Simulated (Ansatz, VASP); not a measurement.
## One calculation of Al, two programs

File INCAR:

```
PREC     = Accurate       # precision mode
ENCUT    = 520            # plane-wave cutoff, eV
EDIFF    = 1E-6           # SCF threshold, eV
ISMEAR   = 0              # smearing method
SIGMA    = 0.15           # smearing width, eV
LREAL    = False          # projectors in reciprocal space
LASPH    = True           # aspherical terms in the spheres
NELM     = 60             # most SCF steps
ALGO     = Normal         # electronic algorithm
ISIF     = 2              # what is computed and relaxed
LWAVE    = False          # write WAVECAR
LCHARG   = True           # write CHGCAR
GGA      = PE             # functional
LELF     = True           # ELF
LVHAR    = True         
NBANDS   = 8              # bands
```

KPOINTS

```
regular mesh
0
Gamma
  20 20 20
```

File POSCAR:

```
Al
1.0
    0.0000000000      2.1251790000      2.0239800000
    2.1251790000      0.0000000000      2.0239800000
    2.1251790000      2.1251790000      0.0000000000
Al
1
Direct
    0.0000000000      0.0000000000      0.0000000000
```

Input for Ansatz:

```yaml
crystal:
  lattice:
    - [0.0, 2.125179, 2.02398]
    - [2.125179, 0.0, 2.02398]
    - [2.125179, 2.125179, 0.0]
  atoms:
    - { symbol: Al, position: [0.0, 0.0, 0.0] }
basis:
  ecutwfc: 420
kpoints:
  mp_grid: { grid: [20, 20, 20] }
hamiltonian:
  xc: pbe
scf:
  occupations: { method: gaussian, width: 0.15 }
output:
  forces: true
  stress: true
  eigenvalues: true
```

Change from the starting cell: strain +0.050 along x and y, +0.000 along z, atoms carried along.

Alike in both runs: task single point; functional PBE; k mesh 20 × 20 × 20; occupations gaussian, width 0.15 eV; no spin polarisation.

```csv
,VASP,Ansatz
version,VASP 6.6.1,Ansatz 0.2.0
potentials or method,"VASP PAW PBE potentials, release 64 (Al), cutoff 520 eV","scalar-relativistic, plane waves, PAW"
valence electrons in the cell,3,3
```

```tsv
	VASP	Ansatz	Ansatz less VASP
gap on the k mesh at the Fermi level (eV)	none	none	-
pressure (GPa)	-6.2	-6.2	+0.03
traceless stress, the component that is largest in VASP (GPa)	1.11	1.12	+0.010
```

A gap of «none» marks a metal or a gap that the smearing closes.
